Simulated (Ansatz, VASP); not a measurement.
Y in VASP and in Ansatz

```
Y
1.0
     0.00000    2.50690    2.50690
     2.50690    0.00000    2.50690
     2.50690    2.50690    0.00000
Y
1
Direct
  0.00000 0.00000 0.00000
```

Alike in both runs: task single point; functional PBEsol; k mesh 10 × 10 × 10; no spin polarisation.

|  | VASP | Ansatz |
| --- | --- | --- |
| version | VASP 6.6.1 | Ansatz 0.2.0 |
| potentials or method | VASP PAW PBE potentials, release 64 (Y_sv), cutoff 520 eV | plane waves, PAW |
| occupations | methfessel-paxton of order 1, width 0.15 eV | cold, width 0.15 eV |
| valence electrons in the cell | 11 | 11 |

Ansatz gave:

* pressure (GPa): -1.0

Problem. What did VASP give for the same quantities?

Solution. Pressure (GPa): -1.2.

VASP's potentials were made for PBE, not for PBEsol.
